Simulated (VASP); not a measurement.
Crystal: Zn3Ag.

```
Zn Ag
1.0
     3.97750    0.00000    0.00000
     0.00000    3.97750    0.00000
     0.00000    0.00000    3.97750
Zn Ag
3 1
Direct
  0.00000 0.00000 0.00000
  0.00000 0.50000 0.50000
  0.50000 0.00000 0.50000
  0.50000 0.50000 0.00000
```

```yaml
Program: VASP 6.6.1
Task: relaxation of cell and atoms
Functional: LDA
Potentials_or_basis: VASP PAW LDA potentials, release 64 (Zn, Ag)
Cutoff: 600 eV
k_mesh: 6 × 6 × 6
Occupations: gaussian, width 0.1 eV
Spin: no spin polarisation
```

At the start: pressure -9.7 GPa; volume 15.73 Å³/atom.

Question: Where does the relaxation end?

Answer: Over 3 steps the energy falls by 57.4 meV/atom and the volume is 14.01 Å³/atom (-10.9 %); space group Pm-3m (No. 221, to 0.1 Å) before and after.

The path:
```tsv
step	energy change (eV)	largest force (eV/Å)	pressure (GPa)	volume (Å³)
1	0.0000	0.0000	-9.65	62.93
2	-0.2178	0.0000	2.83	54.68
3	-0.2295	0.0000	-0.05	56.04
```

Final structure:
```
Zn Ag
1.0
     3.82686    0.00000    0.00000
     0.00000    3.82686    0.00000
     0.00000    0.00000    3.82686
Zn Ag
3 1
Direct
  0.00000 0.00000 0.00000
  0.00000 0.50000 0.50000
  0.50000 0.00000 0.50000
  0.50000 0.50000 0.00000
```
